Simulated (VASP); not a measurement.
Input of a VASP 6.6.1 run:

INCAR

```
SYSTEM = FeO
PREC = Accurate
ENCUT = 520
EDIFF = 1E-7
ISMEAR = 0
SIGMA = 0.05
LREAL = .False.
LASPH = .True.
NELM = 150
ALGO = Normal
ISIF = 2
LWAVE = .False.
LCHARG = .True.
ISPIN = 2
MAGMOM = 3.79 0
LORBIT = 11
LMAXMIX = 4
GGA = PE
LELF = .True.
LVHAR = .True.
NBANDS = 18
```

File KPOINTS:

```
regular mesh
0
Gamma
  14 14 14
  0 0 0
```

POSCAR

```
FeO
1.0
    0.0000000000      2.1398025526      2.1398025526
    2.1398025526      0.0000000000      2.1398025526
    2.1398025526      2.1398025526      0.0000000000
Fe O
1 1
Direct
    0.0000000000      0.0000000000      0.0000000000
    0.5000000000      0.5000000000      0.5000000000
```

Potentials or basis: VASP PAW PBE potentials, release 64 (Fe, O).

The run is started by

```bash
$ cat potpaw_PBE.64/Fe/POTCAR potpaw_PBE.64/O/POTCAR > POTCAR
$ mpirun -np 1 vasp_std > vasp.out
```

What does it give for the band gap on the k mesh?

Zero (filled and empty bands overlap).

What does it give for the net moment?

4.00 μB per cell.

Caveat: a cell with one magnetic atom can't hold antiferromagnetic order, which such compounds often take; semilocal functionals often make such compounds metallic where correlation or magnetic order opens a gap, which also shifts bond lengths.
